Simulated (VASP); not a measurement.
Runs of VASP 6.6.1 on AgI. It takes space group F-43m (No. 216, cubic). The conventional cell has a = 6.577 Å, b = 6.577 Å, c = 6.577 Å, α = 90.00°, β = 90.00°, γ = 90.00°. Ag (site symmetry -43m) has 4 I at 2.85 Å within 3.8 Å. Within 3.8 Å of I (site symmetry -43m) lie 4 Ag at 2.85 Å. 

```csv
level,share of exact exchange,screening parameter,gap on the mesh (eV),pressure (GPa)
HF,1,-,(b),5.3
PBE-based screened hybrid with 5 % exact exchange,0.05,0.5 1/Å,(a),0.6
PBE-based screened hybrid with 35 % exact exchange,0.35,0.3 1/Å,2.66,0.4
HSE06,0.25,0.2079 1/Å,2.48,0.4
```

Alike in all rows: task single point; potentials or basis VASP PAW PBE potentials, release 64 (Ag, I); no spin polarisation; cell as given; k mesh 4 × 4 × 4; cutoff (eV) 400; smearing gaussian 0.01 eV.

Problem. Estimate the missing entries.

Solution. (a) 1.47; (b) 8.92.

Caveats: the PAW data sets were made with another functional, which shifts forces and pressure a little; spin-orbit coupling is left out, which moves the levels of the heavy elements; the cell stands under pressure (at least some runs).

A k mesh can miss the band edges, and the runs leave out spin-orbit coupling on Ag, I.
